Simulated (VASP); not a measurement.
Here is a VASP 6.6.1 calculation.

The input INCAR:

```
PREC     = Accurate       # precision mode
ENCUT    = 600            # plane-wave cutoff, eV
EDIFF    = 1E-6           # SCF threshold, eV
ISMEAR   = 0              # smearing method
SIGMA    = 0.1            # smearing width, eV
LREAL    = False          # projectors in reciprocal space
LASPH    = True           # aspherical terms in the spheres
NELM     = 80             # most SCF steps
ALGO     = Normal         # electronic algorithm
ISIF     = 3              # what is computed and relaxed
LWAVE    = False          # write WAVECAR
LCHARG   = False          # write CHGCAR
GGA      = PS             # functional
IBRION   = 2              # ionic algorithm
NSW      = 100            # ionic steps
EDIFFG   = -0.005         # ionic threshold
```

Contents of KPOINTS:

```
regular mesh
0
Gamma
  20 20 20
```

File POSCAR:

```
V
1.0
   -1.4911995862      1.4911995862      1.4911995862
    1.4911995862     -1.4911995862      1.4911995862
    1.4911995862      1.4911995862     -1.4911995862
V
1
Direct
    0.0000000000      0.0000000000      0.0000000000
```

Potentials or basis: VASP PAW PBE potentials, release 64 (V_sv).

The run is started by

```bash
$ cat potpaw_PBE.64/V_sv/POTCAR > POTCAR
$ mpirun -np 1 vasp_std > vasp.out
```

Estimate the space group after relaxing (to 0.05 Å).

Im-3m (No. 229).

Estimate the relaxed cell.

a = 2.563 Å, b = 2.563 Å, c = 2.563 Å, α = 109.47°, β = 109.47°, γ = 109.47°.

Predict the relaxed volume.

12.96 Å³/atom.

Step by step:
| step | energy change (eV) | largest force (eV/Å) | pressure (GPa) | volume (Å³) |
| --- | --- | --- | --- | --- |
| 1 | 0.0000 | 0.0000 | -4.37 | 13.26 |
| 2 | 0.0031 | 0.0000 | 6.24 | 12.58 |
| 3 | -0.0042 | 0.0000 | -0.04 | 12.96 |

Caveat: the PAW data sets were made with another functional, which shifts forces and pressure a little.
